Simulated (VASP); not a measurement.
NaSe, 2 atoms in the cell. Symmetry: Fm-3m, No. 225, cubic system. Conventional cell: a = 5.987 Å, b = 5.987 Å, c = 5.987 Å, α = 90.00°, β = 90.00°, γ = 90.00°. Na (site symmetry m-3m) has 6 Se at 2.99 Å within 3.9 Å. Within 3.9 Å of Se (site symmetry m-3m) lie 6 Na at 2.99 Å. 

| Property | Result |
| --- | --- |
| Program | VASP 6.6.1 |
| Task | relaxation of cell and atoms |
| Functional | PBEsol |
| Potentials or basis | VASP PAW PBE potentials, release 64 (Na_pv, Se) |
| Cutoff | 600 eV |
| k mesh | 6 × 6 × 6 |
| Occupations | methfessel-paxton, width 0.1 eV |
| Spin | no spin polarisation |
| Dipole correction | no |
| Further INCAR settings | ALGO = Normal; EDIFF = 1e-06; IBRION = 2; EDIFFG = -0.01; NSW = 80; ISIF = 3 |

Potentials or basis: VASP PAW PBE potentials, release 64 (Na_pv, Se).

Launch:

```bash
$ cat potpaw_PBE.64/Na_pv/POTCAR potpaw_PBE.64/Se/POTCAR > POTCAR
$ mpirun -np 1 vasp_std > vasp.out
```

Hardware: 1 thread of Intel(R) Xeon(R) Platinum 8259CL CPU @ 2.50GHz (Skylake/Cascade Lake), on a shared host.

Estimate the wall time of this run.

It took 31 s on 1 thread of Intel(R) Xeon(R) Platinum 8259CL CPU @ 2.50GHz (Skylake/Cascade Lake), with other jobs on the host, peak memory 0.21 GiB. Counts: scf iterations 31, k points 16, ion steps 4.
